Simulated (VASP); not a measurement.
# Ba16O (a cell with a defect) in VASP: a series of runs, part 2 of 3

VASP 6.6.1. The steps go on from the part before.

## (3) Single point, PBEsol

The input, INCAR:

```
SYSTEM = Ba16O
PREC = Accurate
ENCUT = 520
EDIFF = 1E-6
ISMEAR = -1
SIGMA = 0.1
LREAL = Auto
LASPH = .TRUE.
NELM = 80
ALGO = Normal
ISIF = 2
LWAVE = .FALSE.
LCHARG = .FALSE.
GGA = PS
NBANDS = 97
```

The input, KPOINTS:

```
regular mesh
0
G
  1 1 1
  0 0 0
```

The input, POSCAR:

```
Ba16O
1.0
   10.0400000000      0.0000000000      0.0000000000
    0.0000000000     10.0400000000      0.0000000000
    0.0000000000      0.0000000000     10.0400000000
Ba O
16 1
Direct
    0.0567828685     -0.0170418327      0.0305079681
    0.4542529880      0.0279980080      0.0019123506
    0.0022908367      0.5137649402     -0.0089541833
   -0.0336952191      0.0297609562      0.5112250996
    0.2848804781      0.2960059761      0.2647111554
    0.5433864542      0.5044223108     -0.0014541833
    0.5194920319     -0.0186454183      0.5174003984
    0.7445318725      0.2757171315      0.2543525896
   -0.0634163347      0.4613745020      0.4788446215
    0.2903685259      0.7147609562      0.2671414343
    0.2319223108      0.2483565737      0.7090239044
    0.4887848606      0.4531474104      0.4997709163
    0.7719621514      0.7582171315      0.3008764940
    0.7275896414      0.2790039841      0.7389840637
    0.2352191235      0.7929681275      0.7339840637
    0.7433366534      0.6827191235      0.7041932271
    0.2577191235     -0.0208565737      0.8902091633
```

Potentials or basis: VASP PAW PBE potentials, release 64 (Ba_sv, O).

The run is started by

```
$ cat potpaw_PBE.64/Ba_sv/POTCAR potpaw_PBE.64/O/POTCAR > POTCAR
$ mpirun -np 1 vasp_gam > vasp.out
```

OUTCAR:

```text
SYSTEM = Ba16O
   PREC = Accurate
   ENCUT = 520
   EDIFF = 1E-6
   ISMEAR = -1
   LREAL = Auto
   LASPH = .TRUE.
   NELM = 80
   ISIF = 2
   GGA = PS

 ion  position               nearest neighbor table
   1  0.057  0.983  0.031-  17 2.46  15 3.96   2 4.03  10 4.29  11 4.54  13 4.54   5 4.54
   2  0.454  0.028  0.002-  17 2.32   1 4.03   5 4.13  15 4.20  11 4.30  10 4.44  14 4.57   8 4.59

   3  0.002  0.514  0.991-  16 4.23   8 4.40  14 4.42  15 4.47  10 4.49   5 4.51  11 4.52  13 4.59
                             6 4.61
   4  0.966  0.030  0.511-  13 3.96  11 3.98  14 4.15   8 4.21  15 4.24   9 4.36   7 4.51  16 4.57
[... 19 lines left out ...]
  15  0.235  0.793  0.734-  17 2.45   1 3.96   7 4.06   2 4.20   4 4.24   3 4.47  11 4.58
  16  0.743  0.683  0.704-   9 3.72   6 4.00  12 4.01  14 4.07  13 4.13   7 4.19   3 4.23   4 4.57

  17  0.258  0.979  0.890-   2 2.32  15 2.45   1 2.46  11 3.27

  LATTYP: Found a simple cubic cell.
 ALAT       =    10.0400000000

  Lattice vectors:

 A1 = (  10.0400000000,   0.0000000000,   0.0000000000)
 A2 = (   0.0000000000,  10.0400000000,   0.0000000000)
 A3 = (   0.0000000000,   0.0000000000,  10.0400000000)

Analysis of symmetry for initial positions (statically):
=====================================================================
 Subroutine PRICEL returns:
 Original cell was already a primitive cell.

 Routine SETGRP: Setting up the symmetry group for a
 simple cubic supercell.

 Subroutine GETGRP returns: Found  1 space group operations
 (whereof  1 operations were pure point group operations)
 out of a pool of 48 trial point group operations.

The static configuration has the point symmetry C_1 .

Analysis of symmetry for dynamics (positions and initial velocities):
=====================================================================
 Subroutine PRICEL returns:
 Original cell was already a primitive cell.

[... 135 lines left out ...]
  Fermi-wavevector in a.u.,A,eV,Ry     =   0.896143  1.693464 10.926453  0.803072
  Thomas-Fermi vector in A             =   2.018564
   LORBIT       =      0    0 simple, 1 ext, 2 COOP (PROOUT), +10 PAW based schemes
   GGA     = PS    functional components
   LHFCALC =     F    Hartree Fock is set to
   AEXX    =    0.0000 exact exchange contribution
   IVDW    =     0    specifies the selected vdW correction
   LEPSILON=     F    determine dielectric tensor
   LRPA    =     F    only Hartree local field effects (RPA)
 non-spin polarized calculation
  energy-cutoff  :      520.00
  volume of cell :     1012.05
 maximum number of plane-waves:     13601
 NGX is ok and might be reduce to    80
   NGX = 37   NGY = 37   NGZ = 37

 number of electron     165.9999999 magnetization

 Free energy of the ion-electron system (eV)
  ---------------------------------------------------
  ext. energy  EPLUGINS =         0.00000000
  ---------------------------------------------------
  free energy    TOTEN  =       -45.16344483 eV

  energy without entropy =      -45.00430100  energy(sigma->0) =      -45.08387291

 E-fermi :   1.4513     XC(G=0):  -7.4724

 val. band max:        1.1140391797   @ k =   0.0000   0.0000   0.0000
 cond. band min:       1.7996046804   @ k =   0.0000   0.0000   0.0000
 fundamental gap:      0.6855655007
 Fermi energy:         1.4513433164

 k-point     1 :       0.0000    0.0000    0.0000
  band No.  band energies     occupation
      1     -27.5416      2.00000
      2     -27.4277      2.00000
      3     -27.4179      2.00000
      4     -27.4037      2.00000
      5     -27.3650      2.00000
      6     -27.3420      2.00000
[... 87 lines left out ...]
     94       2.2491      0.00069
     95       2.2961      0.00043
 [bands above 95 left out]

------------------------ aborting loop because EDIFF is reached ----------------------------------------

  FORCE on cell =-STRESS in cart. coord.  units (eV):
  Direction    XX          YY          ZZ          XY          YZ          ZX
  --------------------------------------------------------------------------------------
  -------------------------------------------------------------------------------------
  Total       -5.1507470     -4.7472102     -2.7980053      0.2979864      1.4910051      0.8968818
  in kB       -8.1541681     -7.5153274     -4.4295333      0.4717435      2.3604162      1.4198572
  external PRESSURE =      -6.6996763 kB  Pullay stress =       0.0000000 kB

 VOLUME and BASIS-vectors are now :
 -----------------------------------------------------------------------------
  energy-cutoff  :      520.00
  volume of cell :     1012.05
      direct lattice vectors                 reciprocal lattice vectors
    10.040000000  0.000000000  0.000000000     0.099601594  0.000000000  0.000000000
     0.000000000 10.040000000  0.000000000     0.000000000  0.099601594  0.000000000
     0.000000000  0.000000000 10.040000000     0.000000000  0.000000000  0.099601594

 POSITION                                       TOTAL-FORCE (eV/Angst)
 -----------------------------------------------------------------------------------
      0.57010      9.86890      0.30630        -0.427441      0.438456     -0.407219
      4.56070      0.28110      0.01920         1.135106     -0.193139     -0.056105
      0.02300      5.15820      9.95010        -0.035105     -0.302544      0.163812
      9.70170      0.29880      5.13270         0.166227     -0.285525     -0.321234
      2.86020      2.97190      2.65770        -0.815089     -0.740866     -0.250565
      5.45560      5.06440     10.02540        -0.680701      0.118871      0.047785
[... 9 lines left out ...]
      7.46310      6.85450      7.07010        -0.021128      1.067017      0.681155
      2.58750      9.83060      8.93770        -0.775302      0.068317     -0.169015
 -----------------------------------------------------------------------------------
    total drift:                                0.001183      0.003497      0.002986

  FREE ENERGIE OF THE ION-ELECTRON SYSTEM (eV)
  ---------------------------------------------------
  free  energy   TOTEN  =       -45.1634448251 eV

  energy  without entropy=      -45.0043009954  energy(sigma->0) =      -45.08387291
```

stdout:

```text
POSCAR found type information on POSCAR BaO
 POSCAR found :  2 types and      17 ions
 scaLAPACK will be used
 -----------------------------------------------------------------------------
|                                                                             |
|                                                                             |
|     You enforced a specific xc type in the INCAR file but a different       |
|     I HOPE YOU KNOW WHAT YOU ARE DOING!                                     |
|                                                                             |
 -----------------------------------------------------------------------------

 LDA part: xc-table for (Slater+PW92), standard interpolation
 POSCAR, INCAR and KPOINTS ok, starting setup
 FFT: planning ... GRIDC
 FFT: planning ... GRID_SOFT
 FFT: planning ... GRID
 WAVECAR not read
 entering main loop
```

It took 5.2 min on 1 thread of Intel Xeon 8259CL, shared host; peak memory 0.92 GiB.

What came out:

| Property | Result |
| --- | --- |
| Free energy | -45.1634 eV |
| Pressure | -0.7 GPa |
| Largest force | 1.529 eV/Å |

Forces in eV/Å, atoms in the order of the input:
```
Ba  -0.427  0.438 -0.407
Ba   1.135 -0.193 -0.056
Ba  -0.035 -0.303  0.164
Ba   0.166 -0.286 -0.321
Ba  -0.815 -0.741 -0.251
Ba  -0.681  0.119  0.048
Ba  -0.164  0.601 -0.383
Ba  -0.125 -0.601 -0.249
Ba   1.450  0.436  0.213
Ba  -0.379  0.291  0.213
Ba   0.123 -0.119  0.872
Ba   0.496  0.960  0.144
Ba  -0.403 -0.352 -0.864
Ba   0.296 -0.823  0.292
Ba   0.158 -0.563  0.074
Ba  -0.021  1.067  0.681
O   -0.775  0.068 -0.169
```

Levels at points of the mesh, in eV from the Fermi level:
```tsv
k point	band 79	band 80	band 81	band 82	band 83	band 84	band 85	band 86	band 87	band 88
(0.00, 0.00, 0.00)	-0.59	-0.56	-0.44	-0.41	-0.34	0.35	0.40	0.45	0.49	0.57
```

Caveat: the k points lie up to 0.63 Å⁻¹ apart; the PAW data sets were made with another functional, which shifts forces and pressure a little; spin-orbit coupling is left out, which moves the levels of the heavy elements.

(Continued in part 3 of 3.)
